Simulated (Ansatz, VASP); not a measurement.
# Two plane-wave programs on InP

```xyz
8
Lattice="3.9371 0.0000 0.0000 -1.9686 3.4097 0.0000 0.0000 0.0000 12.9058" Properties=species:S:1:pos:R:3 pbc="T T T"
In    0.0000    0.0000    0.0000
In    0.0000    2.2731    3.2265
In    0.0000    0.0000    6.4529
In    1.9686    1.1366    9.6794
P     1.9686    1.1366    1.5926
P     1.9686    1.1366    4.8603
P     0.0000    2.2731    8.0455
P     0.0000    2.2731   11.3132
```

Alike in both runs: functional PBE; k mesh 12 × 12 × 3; occupations gaussian, width 0.1 eV; no spin polarisation.

Ansatz relaxed the structure, and its values are those at the end. VASP's run is a single point on that final structure, the one shown.

```csv
,VASP,Ansatz
version,VASP 6.6.1,Ansatz 0.2.0
potentials or method,"VASP PAW PBE potentials, release 64 (In_d, P), cutoff 520 eV","scalar-relativistic, plane waves, PAW"
valence electrons in the cell,72,72
```

|  | VASP | Ansatz | Ansatz less VASP |
| --- | --- | --- | --- |
| gap on the k mesh at the Fermi level (eV) | none | none | - |
| pressure (GPa) | 0.0 | 0.0 | +0.04 |

A gap of «none» marks a metal or a gap that the smearing closes.
